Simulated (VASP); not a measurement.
# Cu in VASP: further runs

The runs below take Cu through single point, with PBEsol.

Program: VASP 6.6.1. These are calculated values, not measurements. Logs are shortened: lines on timing, memory, paths and dates and some standing lists are left out, and cuts for length are marked.

### 1 The cell of the first run

Symmetry: Fm-3m, No. 225, cubic system. Conventional cell: a = 3.563 Å, b = 3.563 Å, c = 3.563 Å, α = 90.00°, β = 90.00°, γ = 90.00°. Within 3.3 Å of Cu (site symmetry m-3m) lie 12 Cu at 2.52 Å.

### 2 Single point, PBEsol

The input, INCAR:

```
PREC = Accurate ; ENCUT = 520
EDIFF = 1E-6 ; ISMEAR = 0
SIGMA = 0.15 ; LREAL = F
LASPH = T ; NELM = 60
ALGO = Normal ; ISIF = 2
LWAVE = F ; LCHARG = F
GGA = PS ; NBANDS = 12
```

The input, KPOINTS:

```
Automatic mesh
0
Gamma
  22 22 22
```

The input, POSCAR:

```
Cu
1.0
    0.0000000000      1.7816422171      1.7816422171
    1.7816422171      0.0000000000      1.7816422171
    1.7816422171      1.7816422171      0.0000000000
Cu
1
Direct
    0.0000000000      0.0000000000      0.0000000000
```

Potentials or basis: VASP PAW PBE potentials, release 64 (Cu).

Started as:

```bash
$ cat potpaw_PBE.64/Cu/POTCAR > POTCAR
$ mpirun -np 1 vasp_std > vasp.out
```

OUTCAR:

```text
PREC = Accurate
   ENCUT = 520
   EDIFF = 1E-6
   ISMEAR = 0
   LREAL = F
   LASPH = T
   NELM = 60
   ISIF = 2
   GGA = PS

 ion  position               nearest neighbor table
   1  0.000  0.000  0.000-

  LATTYP: Found a face centered cubic cell.
 ALAT       =     3.5632844342

  Lattice vectors:

 A1 = (   0.0000000000,   1.7816422171,   1.7816422171)
 A2 = (   1.7816422171,   0.0000000000,   1.7816422171)
 A3 = (   1.7816422171,   1.7816422171,   0.0000000000)

Analysis of symmetry for initial positions (statically):
=====================================================================
 Subroutine PRICEL returns:
 Original cell was already a primitive cell.

 Routine SETGRP: Setting up the symmetry group for a
 face centered cubic supercell.

 Subroutine GETGRP returns: Found 48 space group operations
 (whereof 48 operations were pure point group operations)
 out of a pool of 48 trial point group operations.

The static configuration has the point symmetry O_h .

Analysis of symmetry for dynamics (positions and initial velocities):
=====================================================================
 Subroutine PRICEL returns:
 Original cell was already a primitive cell.

 Routine SETGRP: Setting up the symmetry group for a
 face centered cubic supercell.

 Subroutine GETGRP returns: Found 48 space group operations
 (whereof 48 operations were pure point group operations)
 out of a pool of 48 trial point group operations.

The dynamic configuration has the point symmetry O_h .

 Subroutine INISYM returns: Found 48 space group operations
 (whereof 48 operations are pure point group operations),
 and found     1 'primitive' translations

----------------------------------------------------------------------------------------

                                     Primitive cell

  volume of cell :      11.3108

  direct lattice vectors                    reciprocal lattice vectors
     0.000000000  1.781642217  1.781642217    -0.280639960  0.280639960  0.280639960
     1.781642217  0.000000000  1.781642217     0.280639960 -0.280639960  0.280639960
     1.781642217  1.781642217  0.000000000     0.280639960  0.280639960 -0.280639960

  length of vectors
     2.519622587  2.519622587  2.519622587     0.486082669  0.486082669  0.486082669

  position of ions in fractional coordinates (direct lattice)
     0.000000000  0.000000000  0.000000000

  ion indices of the primitive-cell ions
   primitive index   ion index
                 1           1

----------------------------------------------------------------------------------------

 KPOINTS: Automatic mesh

Automatic generation of k-mesh.
 Grid dimensions read from file:
 generate k-points for:   22   22   22

 Generating k-lattice:

  Cartesian coordinates                     Fractional coordinates (reciprocal lattice)
    -0.012756362  0.012756362  0.012756362     0.045454545  0.000000000  0.000000000
     0.012756362 -0.012756362  0.012756362     0.000000000  0.045454545  0.000000000
     0.012756362  0.012756362 -0.012756362     0.000000000  0.000000000  0.045454545

  Length of vectors
     0.022094667  0.022094667  0.022094667

  Shift w.r.t. Gamma in fractional coordinates (k-lattice)
     0.000000000  0.000000000  0.000000000

 Subroutine IBZKPT returns following result:
 ===========================================

 Found    328 irreducible k-points:

 Following reciprocal coordinates:
            Coordinates               Weight
  0.000000  0.000000  0.000000      1.000000
  0.045455  0.000000  0.000000      8.000000
  0.090909  0.000000  0.000000      8.000000
  0.136364  0.000000  0.000000      8.000000
  0.181818  0.000000  0.000000      8.000000
  0.227273  0.000000  0.000000      8.000000
[... 16 lines left out ...]
  0.500000  0.045455  0.000000     24.000000
 -0.454545  0.045455  0.000000     24.000000
 [... further k-points ...]
   k-points           NKPTS =    328   k-points in BZ     NKDIM =    328   number of bands    NBANDS=     12
   number of dos      NEDOS =    301   number of ions     NIONS =      1
   total plane-waves  NPLWV =   8000
   dimension x,y,z NGX =    20 NGY =   20 NGZ =   20
   dimension x,y,z NGXF=    40 NGYF=   40 NGZF=   40
   ions per type =               1
   NGX,Y,Z   is equivalent  to a cutoff of  13.20, 13.20, 13.20 a.u.
   NGXF,Y,Z  is equivalent  to a cutoff of  26.39, 26.39, 26.39 a.u.
 SYSTEM =  unknown system
   PREC   = accura    normal or accurate (medium, high low for compatibility)
   ISTART =      0    job   : 0-new  1-cont  2-samecut
   ICHARG =      2    charge: 1-file 2-atom 10-const
   ISPIN  =      1    spin polarized calculation?
   LNONCOLLINEAR =      F non collinear calculations
   LSORBIT =      F    spin-orbit coupling
   LASPH  =      T    aspherical Exc in radial PAW
   ENCUT  =  520.0 eV  38.22 Ry    6.18 a.u.   4.68  4.68  4.68*2*pi/ulx,y,z
   NELM   =     60;   NELMIN=  2; NELMDL= -5     # of ELM steps
   EDIFF  = 0.1E-05   stopping-criterion for ELM
   LREAL  =      F    real-space projection
   EDIFFG = 0.1E-04   stopping-criterion for IOM
   NSW    =      0    number of steps for IOM
   IBRION =     -1    ionic relax: 0-MD 1-quasi-New 2-CG
   NFREE  =      0    steps in history (QN), initial steepest desc. (CG)
   ISIF   =      2    stress and relaxation
   ISYM   =      2    0-nonsym 1-usesym 2-fastsym
   POTIM  = 0.5000    time-step for ionic-motion
   TEBEG  =    0.0;   TEEND  =   0.0 temperature during run
   PSTRESS=    0.0 pullay stress
   NELECT =      11.0000    total number of electrons
   NUPDOWN=      -1.0000    fix difference up-down
   EMIN   =  10.00;   EMAX   =-10.00  energy-range for DOS
   EFERMI =   0.00;   METHOD = LEGACY
   ISMEAR =     0;   SIGMA  =   0.15  broadening in eV -4-tet -1-fermi 0-gaus
   EFERMI_NEDOS =   21; number of points for ismear=-14 and -15
   IALGO  =     38    algorithm
   IMIX   =      4    mixing-type and parameters
     AMIX     =   0.40;   BMIX     =  1.00
     AMIX_MAG =   1.60;   BMIX_MAG =  1.00
  volume/ion in A,a.u.               =      11.31        76.33
  Fermi-wavevector in a.u.,A,eV,Ry     =   1.621967  3.065072 35.793874  2.630776
  Thomas-Fermi vector in A             =   2.715657
   LORBIT       =      0    0 simple, 1 ext, 2 COOP (PROOUT), +10 PAW based schemes
   GGA     = PS    functional components
   LHFCALC =     F    Hartree Fock is set to
   AEXX    =    0.0000 exact exchange contribution
   IVDW    =     0    specifies the selected vdW correction
   LEPSILON=     F    determine dielectric tensor
   LRPA    =     F    only Hartree local field effects (RPA)
 non-spin polarized calculation
 Gauss-broadening in eV      SIGMA  =   0.15
  energy-cutoff  :      520.00
  volume of cell :       11.31
 maximum number of plane-waves:       318
   NGX =  9   NGY =  9   NGZ =  9

 number of electron      11.0000013 magnetization

 Free energy of the ion-electron system (eV)
  ---------------------------------------------------
  ext. energy  EPLUGINS =         0.00000000
  ---------------------------------------------------
  free energy    TOTEN  =        -4.31095794 eV

  energy without entropy =       -4.30824030  energy(sigma->0) =       -4.30959912

 E-fermi :   7.9408     XC(G=0): -13.1620

 val. band max:        7.9394496754   @ k =   0.5000   0.3182   0.1364
 cond. band min:       7.9975090638   @ k =   0.4545   0.3182   0.0000
 fundamental gap:      0.0580593884
 Fermi energy:         7.9407856228

 k-point     1 :       0.0000    0.0000    0.0000
  band No.  band energies     occupation
      1      -1.7776      2.00000
      2       4.7847      2.00000
      3       4.7847      2.00000
      4       4.7847      2.00000
      5       5.6744      2.00000
      6       5.6744      2.00000
      7      30.8747      0.00000
      8      33.8271      0.00000
      9      33.8271      0.00000
     10      33.8271      0.00000
     11      36.3460      0.00000
     12      36.3460      0.00000

 k-point     2 :       0.0455    0.0000    0.0000
  band No.  band energies     occupation
      1      -1.6999      2.00000
      2       4.7672      2.00000
      3       4.8002      2.00000
      4       4.8002      2.00000
      5       5.6680      2.00000
      6       5.6680      2.00000
      7      30.5150      0.00000
      8      32.6624      0.00000
      9      33.5642      0.00000
     10      33.5642      0.00000
     11      36.7160      0.00000
     12      36.7160      0.00000

 k-point     3 :       0.0909    0.0000    0.0000
  band No.  band energies     occupation
      1      -1.4683      2.00000
      2       4.7178      2.00000
      3       4.8427      2.00000
      4       4.8427      2.00000
      5       5.6527      2.00000
      6       5.6527      2.00000
      7      28.9109      0.00000
      8      31.8170      0.00000
      9      33.0306      0.00000
     10      33.0306      0.00000
     11      37.5471      0.00000
     12      37.5471      0.00000

 k-point     4 :       0.1364    0.0000    0.0000
  band No.  band energies     occupation
      1      -1.0886      2.00000
      2       4.6464      2.00000
      3       4.8990      2.00000
      4       4.8990      2.00000
      5       5.6410      2.00000
      6       5.6410      2.00000
      7      26.6026      0.00000
      8      31.5424      0.00000
      9      32.4757      0.00000
     10      32.4757      0.00000
     11      38.1948      0.00000
     12      38.4406      0.00000

 k-point     5 :       0.1818    0.0000    0.0000
  band No.  band energies     occupation
      1      -0.5725      2.00000
      2       4.5697      2.00000
      3       4.9462      2.00000
      4       4.9462      2.00000
      5       5.6539      2.00000
      6       5.6539      2.00000
      7      24.2097      0.00000
      8      31.2994      0.00000
      9      31.9789      0.00000
     10      31.9789      0.00000
     11      38.1775      0.00000
     12      38.5808      0.00000
[... 228 lines left out ...]
      1       2.3505      2.00000
      2       4.7755      2.00000
      3       4.8359      2.00000
      4       5.2666      2.00000
      5       6.2019      2.00000
      6       6.3203      2.00000
      7      14.3804      0.00000
      8      29.2077      0.00000
      9      29.5080      0.00000
     10      30.9328      0.00000
     11      34.4485      0.00000
     12      35.5057      0.00000

 k-point    22 :       0.4545    0.0455    0.0000
  band No.  band energies     occupation
      1       2.5662      2.00000
      2       4.7386      2.00000
      3       4.7983      2.00000
      4       5.7211      2.00000
      5       6.2652      2.00000
      6       6.7296      2.00000
      7      12.8718      0.00000
      8      28.9839      0.00000
      9      29.6620      0.00000
     10      30.4038      0.00000
     11      34.4239      0.00000
     12      34.8611      0.00000

 k-point    23 :       0.5000    0.0455    0.0000
  band No.  band energies     occupation
      1       2.6435      2.00000
      2       4.7228      2.00000
      3       4.7782      2.00000
      4       5.9222      2.00000
      5       6.2823      2.00000
      6       7.1532      2.00000
      7      11.9903      0.00000
      8      28.7771      0.00000
      9      29.9613      0.00000
     10      30.0934      0.00000
     11      34.3660      0.00000
     12      34.5391      0.00000

 k-point    24 :      -0.4545    0.0455    0.0000
  band No.  band energies     occupation
      1       2.6292      2.00000
      2       4.7297      2.00000
      3       4.7786      2.00000
      4       5.9036      2.00000
      5       6.2494      2.00000
      6       7.0573      2.00000
      7      12.1841      0.00000
      8      28.5894      0.00000
      9      30.0218      0.00000
     10      30.4018      0.00000
     11      34.0280      0.00000
     12      34.7868      0.00000

 [... further k-points ...]

------------------------ aborting loop because EDIFF is reached ----------------------------------------

  FORCE on cell =-STRESS in cart. coord.  units (eV):
  Direction    XX          YY          ZZ          XY          YZ          ZX
  --------------------------------------------------------------------------------------
  -------------------------------------------------------------------------------------
  Total        0.0539697      0.0539697      0.0539697      0.0000000      0.0000000      0.0000000
  in kB        7.6448464      7.6448464      7.6448464      0.0000000      0.0000000      0.0000000
  external PRESSURE =       7.6448464 kB  Pullay stress =       0.0000000 kB

 VOLUME and BASIS-vectors are now :
 -----------------------------------------------------------------------------
  energy-cutoff  :      520.00
  volume of cell :       11.31
      direct lattice vectors                 reciprocal lattice vectors
     0.000000000  1.781642217  1.781642217    -0.280639960  0.280639960  0.280639960
     1.781642217  0.000000000  1.781642217     0.280639960 -0.280639960  0.280639960
     1.781642217  1.781642217  0.000000000     0.280639960  0.280639960 -0.280639960

 POSITION                                       TOTAL-FORCE (eV/Angst)
 -----------------------------------------------------------------------------------
      0.00000      0.00000      0.00000        -0.000000      0.000000     -0.000000
 -----------------------------------------------------------------------------------
    total drift:                               -0.000000     -0.000000     -0.000000

  FREE ENERGIE OF THE ION-ELECTRON SYSTEM (eV)
  ---------------------------------------------------
  free  energy   TOTEN  =        -4.3109579374 eV

  energy  without entropy=       -4.3082402965  energy(sigma->0) =       -4.30959912
```

It took 28 s on 1 thread of AMD EPYC 9R45 (Zen 5), shared host; peak memory 0.13 GiB.

What came out:

- Free energy: -4.3110 eV
- Pressure: 0.8 GPa
- Band gap on the k mesh: zero (an odd number of electrons rules out a gap without spin polarisation)

Caveat: the PAW data sets were made with another functional, which shifts forces and pressure a little.

### 3 Single point, PBEsol (engineering shear strain xy -0.0467, strain +e along x and -e along y +0.0000)

The input, INCAR:

```
SYSTEM = Cu
PREC = Accurate
ENCUT = 520
EDIFF = 1E-6
ISMEAR = 0
SIGMA = 0.15
LREAL = .FALSE.
LASPH = .TRUE.
NELM = 60
ALGO = Fast
ISIF = 2
LWAVE = .FALSE.
LCHARG = .FALSE.
GGA = PS
NBANDS = 12
```

The input, KPOINTS:

```
Automatic mesh
0
G
  22 22 22
  0 0 0
```

The input, POSCAR:

```
Cu
1.0
   -0.0416013458      1.7816422171      1.7816422171
    1.7816422171     -0.0416013458      1.7816422171
    1.7400408713      1.7400408713      0.0000000000
Cu
1
Direct
    0.0000000000      0.0000000000      0.0000000000
```

Potentials or basis: VASP PAW PBE potentials, release 64 (Cu).

Started as:

```bash
$ cat potpaw_PBE.64/Cu/POTCAR > POTCAR
$ mpirun -np 1 vasp_std > vasp.out
```

Wall time 2.2 min (1 thread of AMD EPYC 9R45 (Zen 5), shared host); peak memory 0.26 GiB.

It converged, with:

```yaml
Free_energy: -4.3031 eV
Pressure: 1.3 GPa
Band_gap_on_the_k_mesh: zero (an odd number of electrons rules out a gap without spin polarisation)
```

Stress tensor (GPa, compression positive):
```
1.45 4.65 0.00
4.65 1.45 0.00
0.00 0.00 0.94
```

Levels at points of the mesh, in eV from the Fermi level:
| k point | band 3 | band 4 | band 5 | band 6 | band 7 | band 8 | band 9 | band 10 |
| --- | --- | --- | --- | --- | --- | --- | --- | --- |
| (0.00, 0.00, 0.00) | -3.20 | -3.04 | -2.27 | -2.27 | 22.67 | 24.73 | 26.17 | 27.08 |
| (0.50, 0.00, 0.00) | -3.07 | -1.75 | -1.64 | -1.39 | 3.64 | 21.55 | 23.09 | 23.60 |
| (0.50, 0.50, 0.00) | -1.68 | -1.53 | -1.51 | 1.41 | 7.40 | 12.26 | 14.54 | 17.70 |
| (0.00, 0.00, 0.50) | -3.10 | -1.70 | -1.61 | -0.95 | 4.30 | 20.93 | 21.87 | 22.69 |
| (0.50, 0.00, 0.50) | -1.71 | -1.53 | -1.50 | 1.43 | 7.42 | 13.38 | 13.38 | 18.01 |

Caveat: the cell differs from its parent crystal (engineering shear strain xy -0.0467, strain +e along x and -e along y +0.0000); the PAW data sets were made with another functional, which shifts forces and pressure a little.

### 4 Single point, PBEsol (engineering shear strain xy -0.0933, strain +e along x and -e along y +0.0000)

The input, INCAR:

```
SYSTEM = Cu
PREC     = Accurate       ! precision mode
ENCUT    = 520            ! plane-wave cutoff, eV
EDIFF    = 1E-6           ! SCF threshold, eV
ISMEAR   = 0              ! smearing method
SIGMA    = 0.15           ! smearing width, eV
LREAL    = .False.        ! projectors in reciprocal space
LASPH    = .True.         ! aspherical terms in the spheres
NELM     = 80             ! most SCF steps
ALGO     = Fast           ! electronic algorithm
ISIF     = 2              ! what is computed and relaxed
LWAVE    = .False.        ! write WAVECAR
LCHARG   = .True.         ! write CHGCAR
GGA      = PS             ! functional
LELF     = .True.         ! ELF
LVHAR    = .True.       
NBANDS   = 12             ! bands
```

The input, KPOINTS:

```
Automatic mesh
0
Gamma
  22 22 22
  0 0 0
```

The input, POSCAR:

```
Cu
1.0
   -0.0831136094      1.7816422171      1.7816422171
    1.7816422171     -0.0831136094      1.7816422171
    1.6985286077      1.6985286077      0.0000000000
Cu
1
Direct
    0.0000000000      0.0000000000      0.0000000000
```

Started as:

```bash
$ cat potpaw_PBE.64/Cu/POTCAR > POTCAR
$ mpirun -np 1 vasp_std > vasp.out
```

It took 2.2 min on 1 thread of AMD EPYC 9R45 (Zen 5), shared host; peak memory 0.26 GiB.

The run converged. Its results:

```yaml
Free_energy: -4.2807 eV
Pressure: 2.5 GPa
Band_gap_on_the_k_mesh: zero (an odd number of electrons rules out a gap without spin polarisation)
```

Stress tensor (GPa, compression positive):
```
3.39 8.86 0.00
8.86 3.39 0.00
0.00 0.00 0.75
```

Levels at points of the mesh, in eV from the Fermi level:
| k point | band 3 | band 4 | band 5 | band 6 | band 7 | band 8 | band 9 | band 10 |
| --- | --- | --- | --- | --- | --- | --- | --- | --- |
| (0.00, 0.00, 0.00) | -3.31 | -2.91 | -2.26 | -2.24 | 22.09 | 23.65 | 26.55 | 26.87 |
| (0.50, 0.00, 0.00) | -2.94 | -1.83 | -1.62 | -1.60 | 3.34 | 21.45 | 23.81 | 24.60 |
| (0.50, 0.50, 0.00) | -1.68 | -1.54 | -1.51 | 1.40 | 7.40 | 11.22 | 15.79 | 17.05 |
| (0.00, 0.00, 0.50) | -3.02 | -1.74 | -1.56 | -0.71 | 4.66 | 20.36 | 21.13 | 22.87 |
| (0.50, 0.00, 0.50) | -1.77 | -1.55 | -1.46 | 1.47 | 7.48 | 13.43 | 13.43 | 18.06 |

Caveat: the cell differs from its parent crystal (engineering shear strain xy -0.0933, strain +e along x and -e along y +0.0000); the PAW data sets were made with another functional, which shifts forces and pressure a little.

### 5 Overview

| cell | gap on the mesh (eV) | pressure (GPa) |
| --- | --- | --- |
| a = 2.520 Å, angles 60.0°, 1 atom | none | 0.8 |
| a = 2.520, b = 2.520, c = 2.461 Å, angles 60.8, 60.8, 61.5°, 1 atom | none | 1.3 |
| a = 2.521, b = 2.521, c = 2.402 Å, angles 61.5, 61.5, 63.1°, 1 atom | none | 2.5 |

Alike in all rows: task single point; level PBEsol; potentials or basis VASP PAW PBE potentials, release 64 (Cu); no spin polarisation; k mesh 22 × 22 × 22; cutoff (eV) 520; smearing gaussian 0.15 eV.

Caveats: the PAW data sets were made with another functional, which shifts forces and pressure a little.

Absolute energies hang on the potentials; compare differences alone.

The gap in the log of VASP goes by the Fermi energy; the results here count the filled bands.